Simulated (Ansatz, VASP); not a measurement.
# Zn2F in VASP and in Ansatz

```
Zn F
1.0
     4.31060    0.00000    0.00000
    -2.15530    3.73309    0.00000
     0.00000    0.00000    3.00627
Zn F
2 1
Direct
  0.33333 0.66667 0.50000
  0.66667 0.33333 0.50000
  0.00000 0.00000 0.00000
```

Alike in both runs: task relaxation of cell and atoms; functional PBE; k mesh 12 × 12 × 16; occupations gaussian, width 0.1 eV; no spin polarisation.

|  | VASP | Ansatz |
| --- | --- | --- |
| version | VASP 6.6.1 | Ansatz 0.2.0 |
| potentials or method | VASP PAW PBE potentials, release 64 (Zn, F), cutoff 600 eV | scalar-relativistic, plane waves, PAW |
| valence electrons in the cell | 31 | 31 |

Ansatz gave:

```
gap on the k mesh at the Fermi level, each at its own relaxed structure (eV) : none
relaxed volume (Å³/atom)                                                     : 15.66
relaxed length of the cell vector where the two differ most in proportion (Å)              : 2.863
```

Task: What did VASP give for the same quantities?

Result: gap on the k mesh at the Fermi level, each at its own relaxed structure (eV): none; relaxed volume (Å³/atom): 15.64; relaxed length of the cell vector where the two differ most in proportion (Å): 2.855.

A gap of «none» marks a metal or a gap that the smearing closes.
